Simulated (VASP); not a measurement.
# SrHgN (P-6m2) in VASP: single point with PBE

Aim: the single point of SrHgN with PBE.

All numbers are computed with VASP 6.6.1; they aren't measurements. Logs are shortened: lines on timing, memory, paths and dates and some standing lists are left out, and cuts for length are marked.

## 1. The cell of the first run

It takes space group P-6m2 (No. 187, hexagonal). Conventional cell: a = 4.196 Å, b = 4.196 Å, c = 4.192 Å, α = 90.00°, β = 90.00°, γ = 120.00°. Sr (site symmetry -6m2) has 6 N at 3.20 Å and 6 Hg at 3.20 Å and 8 Sr at 4.19 to 4.20 Å within 4.2 Å. Hg (site symmetry -6m2) has 3 N at 2.42 Å and 6 Sr at 3.20 Å within 3.3 Å. Within 3.3 Å of N (site symmetry -6m2) lie 3 Hg at 2.42 Å and 6 Sr at 3.20 Å.

The cell was generated, and may not be a known phase.

## 2. Single point, PBE

INCAR reads:

```
ALGO = Normal
EDIFF = 1E-6
ENCUT = 700
GGA = PE
GGA_COMPAT = False
ISIF = 2
ISMEAR = 0
LASPH = True
LCHARG = False
LREAL = False
LWAVE = False
NBANDS = 24
NELM = 120
PREC = Accurate
SIGMA = 0.1
```

KPOINTS reads:

```
k-points
0
Gamma
  6 6 4
```

POSCAR reads:

```
SrHgN
1.0
    4.1964332200      0.0000000000      0.0000000000
   -2.0982166100      3.6342177700      0.0000000000
    0.0000000000      0.0000000000      4.1920265900
Sr Hg N
1 1 1
Direct
    0.6666666700      0.3333333300      0.5000000000
    0.0000000000      0.0000000000      0.0000000000
    0.3333333300      0.6666666700      0.0000000000
```

Potentials or basis: VASP PAW PBE potentials, release 64 (Sr_sv, Hg_sv_GW, N).

On the command line:

```console
$ cat potpaw_PBE.64/Sr_sv/POTCAR potpaw_PBE.64/Hg_sv_GW/POTCAR potpaw_PBE.64/N/POTCAR > POTCAR
$ mpirun -np 1 vasp_std > vasp.out
```

OUTCAR:

```text
EDIFF = 1E-6
   ENCUT = 700
   GGA = PE
   ISIF = 2
   ISMEAR = 0
   LASPH = True
   LREAL = False
   NELM = 120
   PREC = Accurate

 ion  position               nearest neighbor table
   1  0.667  0.333  0.500-   3 3.20   3 3.20   2 3.20   2 3.20   3 3.20   3 3.20   2 3.20   2 3.20
                             2 3.20   2 3.20   3 3.20   3 3.20
   2  0.000  0.000  0.000-   3 2.42   3 2.42   3 2.42   1 3.20   1 3.20   1 3.20   1 3.20   1 3.20
                             1 3.20
   3  0.333  0.667  0.000-   2 2.42   2 2.42   2 2.42   1 3.20   1 3.20   1 3.20   1 3.20   1 3.20
                             1 3.20

  LATTYP: Found a hexagonal cell.
 ALAT       =     4.1964332200
 C/A-ratio  =     0.9989499106

  Lattice vectors:

 A1 = (   4.1964332200,   0.0000000000,   0.0000000000)
 A2 = (  -2.0982166100,   3.6342177700,   0.0000000000)
 A3 = (   0.0000000000,   0.0000000000,   4.1920265900)

Analysis of symmetry for initial positions (statically):
=====================================================================
 Subroutine PRICEL returns:
 Original cell was already a primitive cell.

 Routine SETGRP: Setting up the symmetry group for a
 hexagonal supercell.

 Subroutine GETGRP returns: Found 12 space group operations
 (whereof 12 operations were pure point group operations)
 out of a pool of 24 trial point group operations.

The static configuration has the point symmetry D_3h.

Analysis of symmetry for dynamics (positions and initial velocities):
=====================================================================
 Subroutine PRICEL returns:
 Original cell was already a primitive cell.

 Routine SETGRP: Setting up the symmetry group for a
 hexagonal supercell.

 Subroutine GETGRP returns: Found 12 space group operations
 (whereof 12 operations were pure point group operations)
 out of a pool of 24 trial point group operations.

The dynamic configuration has the point symmetry D_3h.

 Subroutine INISYM returns: Found 12 space group operations
 (whereof 12 operations are pure point group operations),
 and found     1 'primitive' translations

----------------------------------------------------------------------------------------

                                     Primitive cell

  volume of cell :      63.9316

  direct lattice vectors                    reciprocal lattice vectors
     4.196433220  0.000000000  0.000000000     0.238297608  0.137581188  0.000000000
    -2.098216610  3.634217770  0.000000000     0.000000000  0.275162377  0.000000000
     0.000000000  0.000000000  4.192026590     0.000000000  0.000000000  0.238548105

  length of vectors
     4.196433220  4.196433217  4.192026590     0.275162377  0.275162377  0.238548105

  position of ions in fractional coordinates (direct lattice)
     0.666666670  0.333333330  0.500000000
     0.000000000  0.000000000  0.000000000
     0.333333330  0.666666670  0.000000000

  ion indices of the primitive-cell ions
   primitive index   ion index
                 1           1
                 2           2
                 3           3

----------------------------------------------------------------------------------------

 KPOINTS: k-points

Automatic generation of k-mesh.
 Grid dimensions read from file:
 generate k-points for:    6    6    4

 Generating k-lattice:

  Cartesian coordinates                     Fractional coordinates (reciprocal lattice)
     0.039716268  0.022930198  0.000000000     0.166666667  0.000000000  0.000000000
     0.000000000  0.045860396  0.000000000     0.000000000  0.166666667  0.000000000
     0.000000000  0.000000000  0.059637026     0.000000000  0.000000000  0.250000000

  Length of vectors
     0.045860396  0.045860396  0.059637026

  Shift w.r.t. Gamma in fractional coordinates (k-lattice)
     0.000000000  0.000000000  0.000000000

 Subroutine IBZKPT returns following result:
 ===========================================

 Found     21 irreducible k-points:

 Following reciprocal coordinates:
            Coordinates               Weight
  0.000000  0.000000  0.000000      1.000000
  0.166667 -0.000000  0.000000      6.000000
  0.333333 -0.000000  0.000000      6.000000
  0.500000 -0.000000  0.000000      3.000000
  0.166667  0.166667  0.000000      6.000000
  0.333333  0.166667  0.000000     12.000000
[... 13 lines left out ...]
  0.333333  0.166667  0.500000     12.000000
  0.333333  0.333333  0.500000      2.000000
   k-points           NKPTS =     21   k-points in BZ     NKDIM =     21   number of bands    NBANDS=     24
   number of dos      NEDOS =    301   number of ions     NIONS =      3
   total plane-waves  NPLWV =  46656
   dimension x,y,z NGX =    36 NGY =   36 NGZ =   36
   dimension x,y,z NGXF=    72 NGYF=   72 NGZF=   72
   ions per type =               1   1   1
   NGX,Y,Z   is equivalent  to a cutoff of  14.26, 14.26, 14.28 a.u.
   NGXF,Y,Z  is equivalent  to a cutoff of  28.52, 28.52, 28.55 a.u.
 SYSTEM =  unknown system
   PREC   = accura    normal or accurate (medium, high low for compatibility)
   ISTART =      0    job   : 0-new  1-cont  2-samecut
   ICHARG =      2    charge: 1-file 2-atom 10-const
   ISPIN  =      1    spin polarized calculation?
   LNONCOLLINEAR =      F non collinear calculations
   LSORBIT =      F    spin-orbit coupling
   LASPH  =      T    aspherical Exc in radial PAW
   ENCUT  =  700.0 eV  51.45 Ry    7.17 a.u.   9.05  9.05  9.04*2*pi/ulx,y,z
   NELM   =    120;   NELMIN=  2; NELMDL= -5     # of ELM steps
   EDIFF  = 0.1E-05   stopping-criterion for ELM
   LREAL  =      F    real-space projection
   EDIFFG = 0.1E-04   stopping-criterion for IOM
   NSW    =      0    number of steps for IOM
   IBRION =     -1    ionic relax: 0-MD 1-quasi-New 2-CG
   NFREE  =      0    steps in history (QN), initial steepest desc. (CG)
   ISIF   =      2    stress and relaxation
   ISYM   =      2    0-nonsym 1-usesym 2-fastsym
   POTIM  = 0.5000    time-step for ionic-motion
   TEBEG  =    0.0;   TEEND  =   0.0 temperature during run
   PSTRESS=    0.0 pullay stress
   NELECT =      35.0000    total number of electrons
   NUPDOWN=      -1.0000    fix difference up-down
   EMIN   =  10.00;   EMAX   =-10.00  energy-range for DOS
   EFERMI =   0.00;   METHOD = LEGACY
   ISMEAR =     0;   SIGMA  =   0.10  broadening in eV -4-tet -1-fermi 0-gaus
   EFERMI_NEDOS =   21; number of points for ismear=-14 and -15
   IALGO  =     38    algorithm
   IMIX   =      4    mixing-type and parameters
     AMIX     =   0.40;   BMIX     =  1.00
     AMIX_MAG =   1.60;   BMIX_MAG =  1.00
  volume/ion in A,a.u.               =      21.31       143.81
  Fermi-wavevector in a.u.,A,eV,Ry     =   1.339242  2.530801 24.402992  1.793569
  Thomas-Fermi vector in A             =   2.467649
   LORBIT       =      0    0 simple, 1 ext, 2 COOP (PROOUT), +10 PAW based schemes
   GGA     = PE    functional components
   LHFCALC =     F    Hartree Fock is set to
   AEXX    =    0.0000 exact exchange contribution
   IVDW    =     0    specifies the selected vdW correction
   LEPSILON=     F    determine dielectric tensor
   LRPA    =     F    only Hartree local field effects (RPA)
 non-spin polarized calculation
 Gauss-broadening in eV      SIGMA  =   0.10
  energy-cutoff  :      700.00
  volume of cell :       63.93
 maximum number of plane-waves:      2721
   NGX = 19   NGY = 19   NGZ = 19

 number of electron      35.0000003 magnetization

 Free energy of the ion-electron system (eV)
  ---------------------------------------------------
  ext. energy  EPLUGINS =         0.00000000
  ---------------------------------------------------
  free energy    TOTEN  =        -9.27177557 eV

  energy without entropy =       -9.25970317  energy(sigma->0) =       -9.26573937

 E-fermi :   4.6790     XC(G=0): -10.1751

 val. band max:        4.6307335126   @ k =   0.3333  -0.0000   0.2500
 cond. band min:       4.6793890783   @ k =   0.5000  -0.0000   0.0000
 fundamental gap:      0.0486555658
 Fermi energy:         4.6790080471

 k-point     1 :       0.0000    0.0000    0.0000
  band No.  band energies     occupation
      1    -110.9090      2.00000
      2     -59.3254      2.00000
      3     -59.2013      2.00000
      4     -59.2013      2.00000
      5     -31.1278      2.00000
      6     -13.1421      2.00000
[... 16 lines left out ...]
     23       9.6264      0.00000
     24      10.4990      0.00000

 k-point     2 :       0.1667   -0.0000    0.0000
  band No.  band energies     occupation
      1    -110.9090      2.00000
      2     -59.3254      2.00000
      3     -59.2015      2.00000
      4     -59.2013      2.00000
      5     -31.1244      2.00000
      6     -13.1462      2.00000
[... 16 lines left out ...]
     23       9.6251      0.00000
     24      10.7373      0.00000

 k-point     3 :       0.3333   -0.0000    0.0000
  band No.  band energies     occupation
      1    -110.9090      2.00000
      2     -59.3254      2.00000
      3     -59.2017      2.00000
      4     -59.2014      2.00000
      5     -31.1174      2.00000
      6     -13.2722      2.00000
[... 16 lines left out ...]
     23       9.6227      0.00000
     24      10.5341      0.00000

 k-point     4 :       0.5000   -0.0000    0.0000
  band No.  band energies     occupation
      1    -110.9091      2.00000
      2     -59.3253      2.00000
      3     -59.2019      2.00000
      4     -59.2015      2.00000
      5     -31.1139      2.00000
      6     -13.3315      2.00000
[... 16 lines left out ...]
     23       9.7800      0.00000
     24      10.8294      0.00000

 k-point     5 :       0.1667    0.1667    0.0000
  band No.  band energies     occupation
      1    -110.9091      2.00000
      2     -59.3254      2.00000
      3     -59.2017      2.00000
      4     -59.2014      2.00000
      5     -31.1191      2.00000
      6     -13.2291      2.00000
[... 370 lines left out ...]
 k-point    19 :       0.1667    0.1667    0.5000
  band No.  band energies     occupation
      1    -110.9091      2.00000
      2     -59.3257      2.00000
      3     -59.2016      2.00000
      4     -59.2014      2.00000
      5     -31.1120      2.00000
      6     -13.3202      2.00000
[... 16 lines left out ...]
     23       9.4046      0.00000
     24      10.6677      0.00000

 k-point    20 :       0.3333    0.1667    0.5000
  band No.  band energies     occupation
      1    -110.9091      2.00000
      2     -59.3257      2.00000
      3     -59.2018      2.00000
      4     -59.2015      2.00000
      5     -31.1075      2.00000
      6     -13.2779      2.00000
[... 16 lines left out ...]
     23      10.5382      0.00000
     24      10.7974      0.00000

 k-point    21 :       0.3333    0.3333    0.5000
  band No.  band energies     occupation
      1    -110.9091      2.00000
      2     -59.3257      2.00000
      3     -59.2017      2.00000
      4     -59.2017      2.00000
      5     -31.1060      2.00000
      6     -13.2651      2.00000
[... 16 lines left out ...]
     23      10.7311      0.00000
     24      10.8201      0.00000

------------------------ aborting loop because EDIFF is reached ----------------------------------------

  FORCE on cell =-STRESS in cart. coord.  units (eV):
  Direction    XX          YY          ZZ          XY          YZ          ZX
  --------------------------------------------------------------------------------------
  -------------------------------------------------------------------------------------
  Total        0.0627981      0.0627981     -0.0877097      0.0000000      0.0000000      0.0000000
  in kB        1.5737726      1.5737726     -2.1980774      0.0000000      0.0000000      0.0000000
  external PRESSURE =       0.3164893 kB  Pullay stress =       0.0000000 kB

 VOLUME and BASIS-vectors are now :
 -----------------------------------------------------------------------------
  energy-cutoff  :      700.00
  volume of cell :       63.93
      direct lattice vectors                 reciprocal lattice vectors
     4.196433220  0.000000000  0.000000000     0.238297608  0.137581188  0.000000000
    -2.098216610  3.634217770  0.000000000     0.000000000  0.275162377  0.000000000
     0.000000000  0.000000000  4.192026590     0.000000000  0.000000000  0.238548105

 POSITION                                       TOTAL-FORCE (eV/Angst)
 -----------------------------------------------------------------------------------
      2.09822      1.21141      2.09601        -0.000000      0.000000      0.000000
      0.00000      0.00000      0.00000        -0.000000      0.000000      0.000000
     -0.00000      2.42281      0.00000         0.000000     -0.000000      0.000000
 -----------------------------------------------------------------------------------
    total drift:                               -0.000002      0.000001      0.000000

  FREE ENERGIE OF THE ION-ELECTRON SYSTEM (eV)
  ---------------------------------------------------
  free  energy   TOTEN  =        -9.2717755734 eV

  energy  without entropy=       -9.2597031678  energy(sigma->0) =       -9.26573937
```

It took 30 s on 1 thread of Intel Xeon 6975P-C (Granite Rapids), shared host; peak memory 0.25 GiB.

What came out:

```yaml
Free_energy: -9.2718 eV
Pressure: 0.0 GPa
Band_gap_on_the_k_mesh: zero (an odd number of electrons rules out a gap without spin polarisation)
```

Stress tensor (GPa, compression positive):
```
 0.16  0.00  0.00
 0.00  0.16  0.00
 0.00  0.00 -0.22
```

Levels at points of the mesh, in eV from the Fermi level:
| k point | band 14 | band 15 | band 16 | band 17 | band 18 | band 19 | band 20 | band 21 | band 22 | band 23 |
| --- | --- | --- | --- | --- | --- | --- | --- | --- | --- | --- |
| (0.00, 0.00, 0.00) | -7.38 | -3.69 | -1.76 | -1.29 | -1.29 | 1.47 | 3.21 | 3.21 | 4.95 | 4.95 |
| (0.50, 0.00, 0.00) | -7.09 | -5.97 | -2.33 | -1.50 | 0.00 | 2.17 | 2.77 | 3.01 | 4.94 | 5.10 |
| (0.00, 0.00, 0.50) | -7.10 | -3.92 | -2.18 | -0.97 | -0.97 | 1.10 | 3.21 | 3.21 | 3.52 | 3.52 |
| (0.50, 0.00, 0.50) | -6.92 | -5.42 | -2.72 | -1.98 | -0.51 | 0.61 | 4.65 | 4.73 | 5.03 | 5.72 |

Caveat: the k points lie up to 0.37 Å⁻¹ apart, too coarse for converged energies and pressures of a metal; spin-orbit coupling is left out, which moves the levels of the heavy elements.

The gap in the log of VASP goes by the Fermi energy; the results here count the filled bands.